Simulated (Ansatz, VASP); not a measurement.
**MgS: VASP beside Ansatz**

File INCAR:

```
SYSTEM = MgS
PREC     = Accurate       ! precision mode
ENCUT    = 520            ! plane-wave cutoff, eV
EDIFF    = 1E-6           ! SCF threshold, eV
ISMEAR   = -1             ! smearing method
SIGMA    = 0.05           ! smearing width, eV
LREAL    = .False.        ! projectors in reciprocal space
LASPH    = .True.         ! aspherical terms in the spheres
NELM     = 80             ! most SCF steps
ALGO     = Normal         ! electronic algorithm
ISIF     = 2              ! what is computed and relaxed
LWAVE    = .False.        ! write WAVECAR
LCHARG   = .False.        ! write CHGCAR
GGA      = CA             ! functional
NBANDS   = 16             ! bands
```

Contents of KPOINTS:

```
Automatic mesh
0
Gamma
  8 8 4
  0 0 0
```

File POSCAR:

```
MgS
1.0
    4.0613425392      0.0000000000      0.0000000000
   -2.0306712696      3.5172258124      0.0000000000
    0.0000000000      0.0000000000      6.4748933962
S Mg
2 2
Direct
    0.6666666667      0.3333333333      0.8792441500
    0.3333333333      0.6666666667      0.3792441500
    0.3333333333      0.6666666667      0.9957548500
    0.6666666667      0.3333333333      0.4957548500
```

File input.yaml:

```yaml
crystal:
  lattice:
    - [4.0613425392, 0.0, 0.0]
    - [-2.0306712696, 3.5172258124, 0.0]
    - [0.0, 0.0, 6.4748933962]
  atoms:
    - { symbol: S, position: [0.6666666667, 0.3333333333, 0.87924415] }
    - { symbol: S, position: [0.3333333333, 0.6666666667, 0.37924415] }
    - { symbol: Mg, position: [0.3333333333, 0.6666666667, 0.99575485] }
    - { symbol: Mg, position: [0.6666666667, 0.3333333333, 0.49575485] }
kpoints:
  mp_grid: { grid: [8, 8, 4] }
scf:
  occupations: { method: fermi_dirac, width: 0.05 }
hamiltonian:
  xc: lda
  pseudopotentials: { kind: all_electron, lapw: { basis_error: 0.002 } }
output:
  forces: true
  stress: true
  eigenvalues: true
```

Change from the starting cell: volume scaled by 1.02.

Alike in both runs: task single point; functional LDA; k mesh 8 × 8 × 4; occupations fermi-dirac, width 0.05 eV; no spin polarisation.

|  | VASP | Ansatz |
| --- | --- | --- |
| version | VASP 6.6.1 | Ansatz 0.2.0 |
| potentials or method | VASP PAW LDA potentials, release 64 (S, Mg), cutoff 520 eV | all-electron LAPW, scalar-relativistic |

Ansatz gave:

| Property | Result |
| --- | --- |
| gap on the k mesh at the Fermi level (eV) | 3.05 |
| least direct gap on the mesh (eV) | 3.05 |
| pressure (GPa) | -3.1 |
| traceless stress, the component that is largest in VASP (GPa) | -0.08 |
| rms of the force components (eV/Å) | 0.031 |

What did VASP give for the same quantities?

gap on the k mesh at the Fermi level (eV): 3.06; least direct gap on the mesh (eV): 3.06; pressure (GPa): -3.4; traceless stress, the component that is largest in VASP (GPa): -0.07; rms of the force components (eV/Å): 0.032.

LDA's correlation is that of Perdew and Zunger in VASP and of Perdew and Wang (1992) in Ansatz. Atom by atom the forces differ by 0.001 eV/Å (rms over components). Ansatz ran all-electron here, and VASP with PAW potentials.
